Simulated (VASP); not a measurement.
# AlN (P6_3mc) in VASP: notebook

AlN is run at these levels: PBE; tasks: single point, relaxation of cell and atoms.

Program: VASP 6.6.1. These are calculated values, not measurements. Logs are shortened: lines on timing, memory, paths and dates and some standing lists are left out, and cuts for length are marked.

**What was measured.**

“Self-assembly of well-separated AlN nanowires directly on sputtered metallic TiN films”, 2019, arxiv:1910.07391 quotes, for a bulk crystal of AlN at 10 K: band gap 6.034 eV (an exciton energy, a little under the gap).

The runs below are set against these values where they give the same quantity.

## 1. The cell of the first run

It takes space group P6_3mc (No. 186, hexagonal). The conventional cell has a = 3.130 Å, b = 3.130 Å, c = 5.018 Å, α = 90.00°, β = 90.00°, γ = 120.00°. Al (site symmetry 3m) has 4 N at 1.90 to 1.91 Å within 2.5 Å. Within 2.5 Å of N (site symmetry 3m) lie 4 Al at 1.90 to 1.91 Å.

## 2. Single point, PBE

The input, INCAR:

```
SYSTEM = AlN
  PREC = Accurate
  ENCUT = 520
  EDIFF = 1E-6
  ISMEAR = 0
  SIGMA = 0.02
  LREAL = .FALSE.
  LASPH = .TRUE.
  NELM = 100
  ALGO = Normal
  ISIF = 2
  LWAVE = .FALSE.
  LCHARG = .FALSE.
  GGA = PE
  NBANDS = 16
```

The input, KPOINTS:

```
regular mesh
0
G
  9 9 6
  0 0 0
```

The input, POSCAR:

```
AlN
1.0
    3.1301647408      0.0000000000      0.0000000000
   -1.5650823704      2.7108021836      0.0000000000
    0.0000000000      0.0000000000      5.0179854582
Al N
2 2
Direct
    0.3333333333      0.6666666667     -0.0007706573
    0.6666666667      0.3333333333      0.4992293427
    0.3333333333      0.6666666667      0.3807706573
    0.6666666667      0.3333333333      0.8807706573
```

Potentials or basis: VASP PAW PBE potentials, release 64 (Al, N).

Started as:

```sh
cat potpaw_PBE.64/Al/POTCAR potpaw_PBE.64/N/POTCAR > POTCAR
mpirun -np 1 vasp_std > vasp.out
```

OUTCAR:

```text
SYSTEM = AlN
   PREC = Accurate
   ENCUT = 520
   EDIFF = 1E-6
   ISMEAR = 0
   LREAL = .FALSE.
   LASPH = .TRUE.
   NELM = 100
   ISIF = 2
   GGA = PE

 ion  position               nearest neighbor table
   1  0.333  0.667  0.999-   4 1.90   4 1.90   4 1.90   3 1.91   2 3.09   2 3.09   2 3.09   2 3.09
                             2 3.09   2 3.09
   2  0.667  0.333  0.499-   3 1.90   3 1.90   3 1.90   4 1.91   1 3.09   1 3.09   1 3.09   1 3.09
                             1 3.09   1 3.09
   3  0.333  0.667  0.381-   2 1.90   2 1.90   2 1.90   1 1.91
   4  0.667  0.333  0.881-   1 1.90   1 1.90   1 1.90   2 1.91

  LATTYP: Found a hexagonal cell.
 ALAT       =     3.1301647408
 C/A-ratio  =     1.6031058662

  Lattice vectors:

 A1 = (   3.1301647408,   0.0000000000,   0.0000000000)
 A2 = (  -1.5650823704,   2.7108021836,   0.0000000000)
 A3 = (   0.0000000000,   0.0000000000,   5.0179854582)

Analysis of symmetry for initial positions (statically):
=====================================================================
 Subroutine PRICEL returns:
 Original cell was already a primitive cell.

 Routine SETGRP: Setting up the symmetry group for a
 hexagonal supercell.

 Subroutine GETGRP returns: Found 12 space group operations
 (whereof  6 operations were pure point group operations)
 out of a pool of 24 trial point group operations.

The static configuration has the point symmetry C_3v.
 The point group associated with its full space group is C_6v.

Analysis of symmetry for dynamics (positions and initial velocities):
=====================================================================
 Subroutine PRICEL returns:
 Original cell was already a primitive cell.

 Routine SETGRP: Setting up the symmetry group for a
 hexagonal supercell.

 Subroutine GETGRP returns: Found 12 space group operations
 (whereof  6 operations were pure point group operations)
 out of a pool of 24 trial point group operations.

The dynamic configuration has the point symmetry C_3v.
 The point group associated with its full space group is C_6v.

 Subroutine INISYM returns: Found 12 space group operations
 (whereof  6 operations are pure point group operations),
 and found     1 'primitive' translations

----------------------------------------------------------------------------------------

                                     Primitive cell

  volume of cell :      42.5789

  direct lattice vectors                    reciprocal lattice vectors
     3.130164741  0.000000000  0.000000000     0.319472003  0.184447247  0.000000000
    -1.565082370  2.710802184  0.000000000     0.000000000  0.368894494  0.000000000
     0.000000000  0.000000000  5.017985458     0.000000000  0.000000000  0.199283160

  length of vectors
     3.130164741  3.130164741  5.017985458     0.368894494  0.368894494  0.199283160

  position of ions in fractional coordinates (direct lattice)
     0.333333333  0.666666667  0.999229343
     0.666666667  0.333333333  0.499229343
     0.333333333  0.666666667  0.380770657
     0.666666667  0.333333333  0.880770657

  ion indices of the primitive-cell ions
   primitive index   ion index
                 1           1
                 2           2
                 3           3
                 4           4

----------------------------------------------------------------------------------------

 KPOINTS: regular mesh

Automatic generation of k-mesh.
 Grid dimensions read from file:
 generate k-points for:    9    9    6

 Generating k-lattice:

  Cartesian coordinates                     Fractional coordinates (reciprocal lattice)
     0.035496889  0.020494139  0.000000000     0.111111111  0.000000000  0.000000000
     0.000000000  0.040988277  0.000000000     0.000000000  0.111111111  0.000000000
     0.000000000  0.000000000  0.033213860     0.000000000  0.000000000  0.166666667

  Length of vectors
     0.040988277  0.040988277  0.033213860

  Shift w.r.t. Gamma in fractional coordinates (k-lattice)
     0.000000000  0.000000000  0.000000000

 Subroutine IBZKPT returns following result:
 ===========================================

 Found     48 irreducible k-points:

 Following reciprocal coordinates:
            Coordinates               Weight
  0.000000  0.000000  0.000000      1.000000
  0.111111  0.000000  0.000000      6.000000
  0.222222  0.000000  0.000000      6.000000
  0.333333 -0.000000  0.000000      6.000000
  0.444444  0.000000  0.000000      6.000000
  0.111111  0.111111  0.000000      6.000000
[... 16 lines left out ...]
  0.333333  0.222222  0.166667     24.000000
  0.333333  0.333333  0.166667      4.000000
 [... further k-points ...]
   k-points           NKPTS =     48   k-points in BZ     NKDIM =     48   number of bands    NBANDS=     16
   number of dos      NEDOS =    301   number of ions     NIONS =      4
   total plane-waves  NPLWV =  23040
   dimension x,y,z NGX =    24 NGY =   24 NGZ =   40
   dimension x,y,z NGXF=    48 NGYF=   48 NGZF=   80
   ions per type =               2   2
   NGX,Y,Z   is equivalent  to a cutoff of  12.75, 12.75, 13.25 a.u.
   NGXF,Y,Z  is equivalent  to a cutoff of  25.49, 25.49, 26.50 a.u.
 SYSTEM =  AlN
   PREC   = accura    normal or accurate (medium, high low for compatibility)
   ISTART =      0    job   : 0-new  1-cont  2-samecut
   ICHARG =      2    charge: 1-file 2-atom 10-const
   ISPIN  =      1    spin polarized calculation?
   LNONCOLLINEAR =      F non collinear calculations
   LSORBIT =      F    spin-orbit coupling
   LASPH  =      T    aspherical Exc in radial PAW
   ENCUT  =  520.0 eV  38.22 Ry    6.18 a.u.   5.82  5.82  9.33*2*pi/ulx,y,z
   NELM   =    100;   NELMIN=  2; NELMDL= -5     # of ELM steps
   EDIFF  = 0.1E-05   stopping-criterion for ELM
   LREAL  =      F    real-space projection
   EDIFFG = 0.1E-04   stopping-criterion for IOM
   NSW    =      0    number of steps for IOM
   IBRION =     -1    ionic relax: 0-MD 1-quasi-New 2-CG
   NFREE  =      0    steps in history (QN), initial steepest desc. (CG)
   ISIF   =      2    stress and relaxation
   ISYM   =      2    0-nonsym 1-usesym 2-fastsym
   POTIM  = 0.5000    time-step for ionic-motion
   TEBEG  =    0.0;   TEEND  =   0.0 temperature during run
   PSTRESS=    0.0 pullay stress
   NELECT =      16.0000    total number of electrons
   NUPDOWN=      -1.0000    fix difference up-down
   EMIN   =  10.00;   EMAX   =-10.00  energy-range for DOS
   EFERMI =   0.00;   METHOD = LEGACY
   ISMEAR =     0;   SIGMA  =   0.02  broadening in eV -4-tet -1-fermi 0-gaus
   EFERMI_NEDOS =   21; number of points for ismear=-14 and -15
   IALGO  =     38    algorithm
   IMIX   =      4    mixing-type and parameters
     AMIX     =   0.40;   BMIX     =  1.00
     AMIX_MAG =   1.60;   BMIX_MAG =  1.00
  volume/ion in A,a.u.               =      10.64        71.83
  Fermi-wavevector in a.u.,A,eV,Ry     =   1.181363  2.232452 18.988542  1.395618
  Thomas-Fermi vector in A             =   2.317638
   LORBIT       =      0    0 simple, 1 ext, 2 COOP (PROOUT), +10 PAW based schemes
   GGA     = PE    functional components
   LHFCALC =     F    Hartree Fock is set to
   AEXX    =    0.0000 exact exchange contribution
   IVDW    =     0    specifies the selected vdW correction
   LEPSILON=     F    determine dielectric tensor
   LRPA    =     F    only Hartree local field effects (RPA)
 non-spin polarized calculation
 Gauss-broadening in eV      SIGMA  =   0.02
  energy-cutoff  :      520.00
  volume of cell :       42.58
 maximum number of plane-waves:      1170
 NGX is ok and might be reduce to    24
   NGX = 11   NGY = 11   NGZ = 19

 number of electron      15.9999998 magnetization

 Free energy of the ion-electron system (eV)
  ---------------------------------------------------
  ext. energy  EPLUGINS =         0.00000000
  ---------------------------------------------------
  free energy    TOTEN  =       -29.78048961 eV

  energy without entropy =      -29.78048961  energy(sigma->0) =      -29.78048961

 E-fermi :   6.1340     XC(G=0): -10.8271

 val. band max:        5.9645981302   @ k =   0.0000   0.0000   0.0000
 cond. band min:      10.0082534601   @ k =   0.0000   0.0000   0.0000
 fundamental gap:      4.0436553298
 Fermi energy:         6.1339571555

 k-point     1 :       0.0000    0.0000    0.0000
  band No.  band energies     occupation
      1      -9.1031      2.00000
      2      -7.0203      2.00000
      3       0.0590      2.00000
      4       5.1193      2.00000
      5       5.1193      2.00000
      6       5.7619      2.00000
[... 8 lines left out ...]
     15      18.9304      0.00000
     16      18.9304      0.00000

 k-point     2 :       0.1111    0.0000    0.0000
  band No.  band energies     occupation
      1      -8.9499      2.00000
      2      -6.9345      2.00000
      3       0.2430      2.00000
      4       4.4226      2.00000
      5       4.9256      2.00000
      6       5.0815      2.00000
[... 8 lines left out ...]
     15      18.8019      0.00000
     16      18.9669      0.00000

 k-point     3 :       0.2222    0.0000    0.0000
  band No.  band energies     occupation
      1      -8.5155      2.00000
      2      -6.7198      2.00000
      3       0.7769      2.00000
      4       2.9407      2.00000
      5       3.8357      2.00000
      6       4.5260      2.00000
[... 8 lines left out ...]
     15      17.9681      0.00000
     16      18.7769      0.00000

 k-point     4 :       0.3333   -0.0000    0.0000
  band No.  band energies     occupation
      1      -7.8912      2.00000
      2      -6.5121      2.00000
      3       1.5090      2.00000
      4       1.6166      2.00000
      5       2.6736      2.00000
      6       4.1532      2.00000
[... 8 lines left out ...]
     15      17.8619      0.00000
     16      20.1811      0.00000
[... 324 lines left out ...]
 k-point    22 :       0.2222    0.2222    0.1667
  band No.  band energies     occupation
      1      -7.4953      2.00000
      2      -6.5244      2.00000
      3       1.4309      2.00000
      4       1.6699      2.00000
      5       2.9224      2.00000
      6       3.3402      2.00000
[... 8 lines left out ...]
     15      18.0231      0.00000
     16      20.7301      0.00000

 k-point    23 :       0.3333    0.2222    0.1667
  band No.  band energies     occupation
      1      -6.9923      2.00000
      2      -6.5142      2.00000
      3       1.0412      2.00000
      4       1.6992      2.00000
      5       2.5112      2.00000
      6       3.5110      2.00000
[... 8 lines left out ...]
     15      18.5955      0.00000
     16      20.5499      0.00000

 k-point    24 :       0.3333    0.3333    0.1667
  band No.  band energies     occupation
      1      -6.6619      2.00000
      2      -6.6619      2.00000
      3       1.3515      2.00000
      4       1.8331      2.00000
      5       1.8331      2.00000
      6       3.3228      2.00000
[... 8 lines left out ...]
     15      18.9145      0.00000
     16      20.7965      0.00000

 [... further k-points ...]

------------------------ aborting loop because EDIFF is reached ----------------------------------------

  FORCE on cell =-STRESS in cart. coord.  units (eV):
  Direction    XX          YY          ZZ          XY          YZ          ZX
  --------------------------------------------------------------------------------------
  -------------------------------------------------------------------------------------
  Total       -0.0697325     -0.0697325     -0.0554641      0.0000000     -0.0000000      0.0000000
  in kB       -2.6239256     -2.6239256     -2.0870267      0.0000000     -0.0000000      0.0000000
  external PRESSURE =      -2.4449593 kB  Pullay stress =       0.0000000 kB

 VOLUME and BASIS-vectors are now :
 -----------------------------------------------------------------------------
  energy-cutoff  :      520.00
  volume of cell :       42.58
      direct lattice vectors                 reciprocal lattice vectors
     3.130164741  0.000000000  0.000000000     0.319472003  0.184447247  0.000000000
    -1.565082370  2.710802184  0.000000000     0.000000000  0.368894494  0.000000000
     0.000000000  0.000000000  5.017985458     0.000000000  0.000000000  0.199283160

 POSITION                                       TOTAL-FORCE (eV/Angst)
 -----------------------------------------------------------------------------------
     -0.00000      1.80720      5.01412        -0.000000     -0.000000      0.000869
      1.56508      0.90360      2.50513         0.000000     -0.000000      0.000869
     -0.00000      1.80720      1.91070         0.000000     -0.000000     -0.000869
      1.56508      0.90360      4.41969         0.000000      0.000000     -0.000869
 -----------------------------------------------------------------------------------
    total drift:                               -0.000000     -0.000000      0.000504

  FREE ENERGIE OF THE ION-ELECTRON SYSTEM (eV)
  ---------------------------------------------------
  free  energy   TOTEN  =       -29.7804896068 eV

  energy  without entropy=      -29.7804896068  energy(sigma->0) =      -29.78048961
```

Run time: 12 s. Hardware: 1 thread of AMD EPYC 9R45 (Zen 5), shared host; peak memory 0.14 GiB.

What came out:

* Free energy: -29.7805 eV
* Pressure: -0.2 GPa
* Band gap on the k mesh: 4.04 eV

## 3. Relaxation of cell and atoms, PBE

This run uses another cell than the first one, of 10.45 Å³/atom.

The input, INCAR:

```
PREC = Accurate ; ENCUT = 600
EDIFF = 1E-6 ; ISMEAR = 0
SIGMA = 0.02 ; LREAL = False
LASPH = True ; NELM = 100
ALGO = Normal ; ISIF = 3
LWAVE = False ; LCHARG = False
GGA = PE ; IBRION = 2
NSW = 100 ; EDIFFG = -0.002
```

The input, KPOINTS:

```
Automatic mesh
0
Gamma
  9 9 6
```

The input, POSCAR:

```
AlN
1.0
    3.1130000000      0.0000000000      0.0000000000
   -1.5565000000      2.6959370820      0.0000000000
    0.0000000000      0.0000000000      4.9810000000
Al N
2 2
Direct
    0.3333333333      0.6666666667      0.0000000000
    0.6666666667      0.3333333333      0.5000000000
    0.3333333333      0.6666666667      0.3800000000
    0.6666666667      0.3333333333      0.8800000000
```

Potentials or basis: VASP PAW PBE potentials, release 64 (Al, N).

Started as:

```sh
cat potpaw_PBE.64/Al/POTCAR potpaw_PBE.64/N/POTCAR > POTCAR
mpirun -np 1 vasp_std > vasp.out
```

It took 37 s on 1 thread of AMD EPYC 9R45 (Zen 5), shared host; peak memory 0.16 GiB.

Results (log left out):

- Free energy: -29.7826 eV
- Relaxed volume: 10.62 Å³/atom
- Relaxed cell: a = 3.128 Å, b = 3.128 Å, c = 5.015 Å, α = 90.00°, β = 90.00°, γ = 120.00°
- Space group after relaxing (to 0.1 Å): P6_3mc (No. 186)
- Energy gained by relaxing: 2.1 meV/atom
- Ionic steps: 8
- Pressure after relaxing: 0.0 GPa
- Band gap on the k mesh: 4.06 eV

The path:
```csv
step,energy change (eV),largest force (eV/Å),pressure (GPa),volume (Å³)
1,0.0000,0.1290,3.35,41.80
2,-0.0017,0.0910,-2.80,43.14
3,-0.0083,0.0042,0.02,42.50
4,-0.0083,0.0019,-0.06,42.51
5,-0.0083,0.0055,0.03,42.49
6,-0.0083,0.0055,0.04,42.49
7,-0.0083,0.0053,0.03,42.49
8,-0.0083,0.0014,0.01,42.50
```

Final structure:
```
Al N
1.0
     3.12796    0.00000    0.00000
    -1.56398    2.70889    0.00000
     0.00000    0.00000    5.01529
Al N
2 2
Direct
  0.33333 0.66667 0.99926
  0.66667 0.33333 0.49926
  0.33333 0.66667 0.38074
  0.66667 0.33333 0.88074
```

Levels at points of the mesh, in eV from the valence-band top:
```
           k point  band 6  band 7  band 8  band 9  band 10  band 11
(0.00, 0.00, 0.00)   -0.20   -0.20    0.00    4.06     6.53    10.47
(0.00, 0.00, 0.50)   -0.53   -0.53   -0.53    6.33     6.33    10.18
```

Caveat: an odd mesh through Γ misses points on the zone boundary, where band edges can lie. PBE usually gives volumes a little too large and moduli too small.

## 4. Comparison with measurements

Step 2. Measured gap of AlN: 6.034 eV (an exciton energy, a little under the gap; 10 K; quoted in “Self-assembly of well-separated AlN nanowires directly on sputtered metallic TiN films”, 2019, arxiv:1910.07391). This calculation gives 4.04 eV (-1.99 eV). 2 values of this kind are on record (6.034 to 6.0343 eV); this one was drawn at random. The value is that of PBE, without temperature or zero-point motion. Semilocal functionals fall short of measured gaps as a rule.
